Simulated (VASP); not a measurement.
# P in VASP: a series of runs, part 2 of 2

VASP 6.6.1.

## (4) Single point, r2SCAN (equal strain along all axes, cell held: -1.5 %, then relaxed in part)

POSCAR reads:

```
P
1.0
    3.2411277633      0.0000000000      0.0000000000
    0.0000000000     34.3357215386      0.0000000000
    0.0000000000      0.0000000000      4.5665861109
P
4
Direct
    0.0000000000      0.9694811519      0.5884891075
    0.0000000000      0.0305188481      0.4115108925
    0.5000000000      0.0305188481      0.0884891075
    0.5000000000      0.9694811519      0.9115108925
```

INCAR.step1 reads:

```
ALGO = Normal
EDIFF = 1E-4
ENCUT = 520
GGA = PE
ISMEAR = 0
LASPH = True
LCHARG = False
LREAL = False
LWAVE = True
NBANDS = 18
NELM = 100
PREC = Accurate
SIGMA = 0.02
```

INCAR.step2 reads:

```
ALGO = Normal
EDIFF = 1E-7
ENCUT = 520
ISIF = 2
ISMEAR = 0
ISTART = 1
LASPH = True
LCHARG = False
LMIXTAU = True
LREAL = False
LWAVE = False
METAGGA = R2SCAN
NBANDS = 18
NELM = 100
PREC = Accurate
SIGMA = 0.02
```

KPOINTS reads:

```
k-points
0
Gamma
  8 1 6
```

Potentials or basis: VASP PAW PBE potentials, release 64 (P).

Launch:

```console
cat potpaw_PBE.64/P/POTCAR > POTCAR
cp INCAR.step1 INCAR
mpirun -np 1 vasp_std > vasp.out
cp INCAR.step2 INCAR
mpirun -np 1 vasp_std > vasp.out
```

OUTCAR:

```text
EDIFF = 1E-7
   ENCUT = 520
   ISIF = 2
   ISMEAR = 0
   ISTART = 1
   LASPH = True
   LREAL = False
   METAGGA = R2SCAN
   NELM = 100
   PREC = Accurate

 ion  position               nearest neighbor table
   1  0.000  0.969  0.588-   4 2.19   4 2.19   2 2.25
   2  0.000  0.031  0.412-   3 2.19   3 2.19   1 2.25
   3  0.500  0.031  0.088-   2 2.19   2 2.19   4 2.25
   4  0.500  0.969  0.912-   1 2.19   1 2.19   3 2.25

  LATTYP: Found a simple orthorhombic cell.
[... 613 lines left out ...]

  FORCE on cell =-STRESS in cart. coord.  units (eV):
  Direction    XX          YY          ZZ          XY          YZ          ZX
  --------------------------------------------------------------------------------------
  -------------------------------------------------------------------------------------
  Total        1.6303064     -0.2548809      0.3425384      0.0000000     -0.0000000      0.0000000
  in kB        5.1397955     -0.8035517      1.0799057      0.0000000     -0.0000000      0.0000000
  external PRESSURE =       1.8053832 kB  Pullay stress =       0.0000000 kB

 VOLUME and BASIS-vectors are now :
 -----------------------------------------------------------------------------
  energy-cutoff  :      520.00
  volume of cell :      508.20
      direct lattice vectors                 reciprocal lattice vectors
     3.241127763  0.000000000  0.000000000     0.308534582  0.000000000  0.000000000
     0.000000000 34.335721539  0.000000000     0.000000000  0.029124188  0.000000000
     0.000000000  0.000000000  4.566586111     0.000000000  0.000000000  0.218981965

 POSITION                                       TOTAL-FORCE (eV/Angst)
 -----------------------------------------------------------------------------------
      0.00000     33.28783      2.68739         0.000000      0.056245      0.091373
      0.00000      1.04789      1.87920         0.000000     -0.056245     -0.091373
      1.62056      1.04789      0.40409        -0.000000     -0.056245      0.091373
      1.62056     33.28783      4.16249         0.000000      0.056245     -0.091373
 -----------------------------------------------------------------------------------
    total drift:                               -0.000000      0.000000     -0.000000

  FREE ENERGIE OF THE ION-ELECTRON SYSTEM (eV)
  ---------------------------------------------------
  free  energy   TOTEN  =       -35.7728324145 eV

  energy  without entropy=      -35.7728324145  energy(sigma->0) =      -35.77283241
```

OUTCAR.step1:

```text
EDIFF = 1E-4
   ENCUT = 520
   GGA = PE
   ISMEAR = 0
[... 645 lines left out ...]
      0.00000     33.28783      2.68739         0.000000     -0.102985     -0.202468
      0.00000      1.04789      1.87920         0.000000      0.102985      0.202468
      1.62056      1.04789      0.40409         0.000000      0.102985     -0.202468
      1.62056     33.28783      4.16249         0.000000     -0.102985      0.202468
 -----------------------------------------------------------------------------------
    total drift:                               -0.000000      0.000000     -0.000000

  FREE ENERGIE OF THE ION-ELECTRON SYSTEM (eV)
  ---------------------------------------------------
  free  energy   TOTEN  =       -21.4403588122 eV

  energy  without entropy=      -21.4403588122  energy(sigma->0) =      -21.44035881
```

Run time: 21 min. Hardware: 1 thread of AMD EPYC 7R13 (Zen 3), shared host; peak memory 0.6 GiB.

What came out:

| Property | Result |
| --- | --- |
| Free energy | -35.7728 eV |
| Largest force | 0.107 eV/Å |
| Band gap on the k mesh | 0.97 eV |

Forces on the atoms (eV/Å):
```
P    0.000  0.056  0.091
P    0.000 -0.056 -0.091
P    0.000 -0.056  0.091
P    0.000  0.056 -0.091
```

Levels at points of the mesh, in eV from the valence-band top:
```tsv
k point	band 7	band 8	band 9	band 10	band 11	band 12	band 13	band 14
(0.00, 0.00, 0.00)	-3.49	-1.86	-1.82	0.00	0.97	2.06	3.25	3.77
(0.50, 0.00, 0.00)	-2.89	-2.89	-2.04	-2.04	1.47	1.47	2.38	2.38
(0.00, 0.00, 0.50)	-2.64	-2.64	-1.30	-1.30	2.62	2.62	4.02	4.02
(0.50, 0.00, 0.50)	-4.80	-4.80	-1.20	-1.20	2.63	2.63	4.24	4.24
```

Caveat: the cell differs from its parent crystal (equal strain along all axes, cell held: -1.5 %, then relaxed in part); there is no dipole correction, which matters where the two faces differ; the PAW data sets were made with another functional, which shifts forces and pressure a little.
